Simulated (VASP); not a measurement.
# WS: single point with r2SCAN+U

WS:

```
W S
1.0
     0.00000    2.72995    2.72995
     2.72995    0.00000    2.72995
     2.72995    2.72995    0.00000
W S
1 1
Direct
  0.00000 0.00000 0.00000
  0.50000 0.50000 0.50000
```

| Property | Result |
| --- | --- |
| Program | VASP 6.6.1 |
| Task | single point |
| Functional | r2SCAN |
| Potentials or basis | VASP PAW PBE potentials, release 64 (W_sv, S) |
| Cutoff | 520 eV |
| k mesh | 14 × 14 × 14 |
| Occupations | gaussian, width 0.1 eV |
| Spin | collinear spin |
| Starting moments | [1.0, 0.0] μB |
| Hubbard terms | W d U = 6.2 eV |

* Pressure: -3.8 GPa
* Net moment: 3.82 μB per cell
* Site moments: W +3.15; S -0.07 μB
* Valence electrons inside the program's atomic spheres: W 11.73; S 3.70

Levels at points of the mesh, in eV from the Fermi level:
Spin up:
| k point | band 10 | band 11 | band 12 | band 13 | band 14 | band 15 |
| --- | --- | --- | --- | --- | --- | --- |
| (0.00, 0.00, 0.00) | -3.77 | -3.77 | -2.12 | -2.12 | -0.92 | 7.90 |
| (0.50, 0.00, 0.00) | -3.28 | -2.95 | 1.44 | 3.13 | 3.13 | 4.72 |
| (0.50, 0.50, 0.00) | -3.12 | -3.12 | -1.32 | -1.30 | 0.63 | 7.75 |
Spin down:
```tsv
k point	band 6	band 7	band 8	band 9	band 10	band 11
(0.00, 0.00, 0.00)	-3.74	-3.74	-3.74	0.98	1.27	1.27
(0.50, 0.00, 0.00)	-7.81	-5.15	-5.15	2.32	3.96	4.22
(0.50, 0.50, 0.00)	-6.66	-4.82	-4.82	-0.87	1.25	2.54
```

Eigenvalues of the final occupation matrices:
| site | spin | trace | eigenvalues |
| --- | --- | --- | --- |
| site 1 d | 1 | 3.20 | 0.39 0.39 0.80 0.80 0.80 |
| site 1 d | 2 | 0.20 | 0.02 0.02 0.02 0.07 0.07 |

Wall time 25 min on 1 thread of Intel Xeon 8259CL, with other jobs on the host, peak memory 0.3 GiB.

Caveat: the cell stands under tension; the PAW data sets were made with another functional, which shifts forces and pressure a little; spin-orbit coupling is left out, which moves the levels of the heavy elements.
